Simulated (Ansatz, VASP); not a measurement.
This is a calculation of ZrC for Ansatz 0.2.0.

File input:

```
crystal:
  lattice:
    - [0.0, 2.54552, 2.54552]
    - [2.54552, 0.0, 2.54552]
    - [2.54552, 2.54552, 0.0]
  atoms:
    - { symbol: Zr, position: [0.5, 0.5, 0.5] }
    - { symbol: C, position: [0.75, 0.75, 0.75] }
hamiltonian:
  xc: hse06
  pseudopotentials: { kind: paw }
kpoints:
  mp_grid: { grid: [5, 5, 5] }
scf:
  occupations: { method: fermi_dirac, width: 0.05 }
output:
  forces: true
  stress: true
  eigenvalues: true
relax:
  f_tol: 0.01
  max_steps: 40
  cell: { stress_tol: 0.05 }
```

Problem. Set up the same calculation for VASP 6.6.1. Potentials there: VASP PAW PBE potentials, release 64 (Zr_sv, C).

Solution. As run (the cutoff follows the program's own potentials):

The input POSCAR:

```
ZrC
1.0
    0.0000000000      2.5455200000      2.5455200000
    2.5455200000      0.0000000000      2.5455200000
    2.5455200000      2.5455200000      0.0000000000
Zr C
1 1
Direct
    0.5000000000      0.5000000000      0.5000000000
    0.7500000000      0.7500000000      0.7500000000
```

File INCAR.step1:

```
SYSTEM = ZrC
ALGO     = Normal         ! electronic algorithm
EDIFF    = 1E-5           ! SCF threshold, eV
ENCUT    = 600            ! plane-wave cutoff, eV
GGA      = PE             ! functional
ISMEAR   = -1             ! smearing method
LASPH    = .True.         ! aspherical terms in the spheres
LCHARG   = .False.        ! write CHGCAR
LREAL    = .False.        ! projectors in reciprocal space
LWAVE    = .True.         ! write WAVECAR
NBANDS   = 15             ! bands
NELM     = 100            ! most SCF steps
PREC     = Accurate       ! precision mode
SIGMA    = 0.05           ! smearing width, eV
```

Contents of INCAR.step2:

```
SYSTEM = ZrC
ALGO     = Normal         ! electronic algorithm
EDIFF    = 1E-6           ! SCF threshold, eV
EDIFFG   = -0.01          ! ionic threshold
ENCUT    = 600            ! plane-wave cutoff, eV
GGA      = PE             ! functional
HFSCREEN = 0.2079         ! screening, 1/A
IBRION   = 2              ! ionic algorithm
ISIF     = 3              ! what is computed and relaxed
ISMEAR   = -1             ! smearing method
ISTART   = 1            
LASPH    = .True.         ! aspherical terms in the spheres
LCHARG   = .False.        ! write CHGCAR
LHFCALC  = .True.         ! exact exchange
LREAL    = .False.        ! projectors in reciprocal space
LWAVE    = .False.        ! write WAVECAR
NELM     = 100            ! most SCF steps
NSW      = 60             ! ionic steps
PREC     = Accurate       ! precision mode
PRECFOCK = Normal       
SIGMA    = 0.05           ! smearing width, eV
```

Contents of KPOINTS:

```
k-points
0
Gamma
  5 5 5
  0 0 0
```

Potentials or basis: VASP PAW PBE potentials, release 64 (Zr_sv, C).

The run is started by

```bash
$ cat potpaw_PBE.64/Zr_sv/POTCAR potpaw_PBE.64/C/POTCAR > POTCAR
$ cp INCAR.step1 INCAR
$ mpirun -np 1 vasp_std > vasp.out
$ cp INCAR.step2 INCAR
$ mpirun -np 1 vasp_std > vasp.out
```

Both were run:

|  | VASP | Ansatz | Ansatz less VASP |
| --- | --- | --- | --- |
| gap on the k mesh at the Fermi level, each at its own relaxed structure (eV) | 1.46 | 1.46 | -0.004 |
| relaxed volume (Å³/atom) | 16.36 | 16.35 | -0.007 |
| relaxed length of the cell vector where the two differ most in proportion (Å) | 3.590 | 3.589 | -0.0005 |

The k mesh is coarse, so the values compare programs but aren't converged. Noted on Ansatz's run: odd divisions of the mesh miss points on the zone boundary, where band edges often lie, so the gap on the mesh can be too wide; the plane-wave basis is chosen anew once the cell has moved, so the energies of steps on either side of that aren't comparable.
